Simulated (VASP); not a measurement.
Set up this calculation in VASP 6.6.1, as the native input.

| Item | Value |
| --- | --- |
| Task | relaxation of the atoms |
| Functional | PBE |
| Potentials or basis | VASP PAW PBE potentials, release 64 (Ti_sv, O) |
| Cutoff | 520 eV |
| k mesh | 8 × 8 × 8 |
| Occupations | fermi-dirac, width 0.05 eV |
| Spin | no spin polarisation |
| Dipole correction | no |
| Further INCAR settings | ALGO = Normal; EDIFF = 1e-06; IBRION = 2; EDIFFG = -0.01; NSW = 60 |

The structure of TiO2 lies in POSCAR:

```
TiO2
1.0
   -1.8921000000      1.8921000000      4.9475920000
    1.8921000000     -1.8921000000      4.9475920000
    1.8921000000      1.8921000000     -4.9475920000
Ti O
2 4
Direct
    0.7500000000      0.2500000000      0.5000000000
    0.0000000000      0.0000000000      0.0000000000
    0.7919000000      0.7919000000      0.0000000000
    0.5419000000      0.0419000000      0.5000000000
    0.9581000000      0.4581000000      0.5000000000
    0.2081000000      0.2081000000      0.0000000000
```

These files were run (other wordings do the same):

INCAR

```
ALGO = Normal
EDIFF = 1E-6
EDIFFG = -0.01
ENCUT = 520
GGA = PE
IBRION = 2
ISIF = 2
ISMEAR = -1
LASPH = True
LCHARG = False
LREAL = False
LWAVE = False
NELM = 60
NSW = 60
PREC = Accurate
SIGMA = 0.05
```

KPOINTS

```
k-points
0
Gamma
  8 8 8
```

Potentials or basis: VASP PAW PBE potentials, release 64 (Ti_sv, O).

Launch:

```console
$ cat potpaw_PBE.64/Ti_sv/POTCAR potpaw_PBE.64/O/POTCAR > POTCAR
$ mpirun -np 1 vasp_std > vasp.out
```

Results of the run:

```
Energy gained by relaxing    : 6.2 meV/atom
Ionic steps                  : 3
Pressure after relaxing      : -1.0 GPa
Largest force after relaxing : 0.003 eV/Å
Band gap on the k mesh       : 2.19 eV (least direct gap 2.44 eV)
```

Run time: 5.3 min on 1 thread of Oxide Virtual Turin-like Processor, on a shared host, peak memory 0.29 GiB.
